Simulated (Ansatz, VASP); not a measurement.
## TiAl: VASP beside Ansatz

```xyz
2
Lattice="3.0519 0.0000 0.0000 0.0000 3.0519 0.0000 0.0000 0.0000 3.1791" Properties=species:S:1:pos:R:3 pbc="T T T"
Ti    0.0000    0.0000    0.0000
Al    1.5260    1.5260    1.5895
```

Change from the starting cell: strain -0.040 along x and y, +0.000 along z, atoms carried along.

Alike in both runs: task single point; functional LDA; k mesh 16 × 16 × 16; occupations gaussian, width 0.15 eV; no spin polarisation.

|  | VASP | Ansatz |
| --- | --- | --- |
| version | VASP 6.6.1 | Ansatz 0.2.0 |
| potentials or method | VASP PAW LDA potentials, release 64 (Ti_sv, Al), cutoff 520 eV | scalar-relativistic, plane waves, PAW |
| valence electrons in the cell | 15 | 15 |

```tsv
	VASP	Ansatz	Ansatz less VASP
gap on the k mesh at the Fermi level (eV)	none	none	-
pressure (GPa)	4.2	4.0	-0.16
traceless stress, the component that is largest in VASP (GPa)	2.41	2.40	-0.013
```

LDA's correlation is that of Perdew and Zunger in VASP and of Perdew and Wang (1992) in Ansatz. A gap of «none» marks a metal or a gap that the smearing closes.
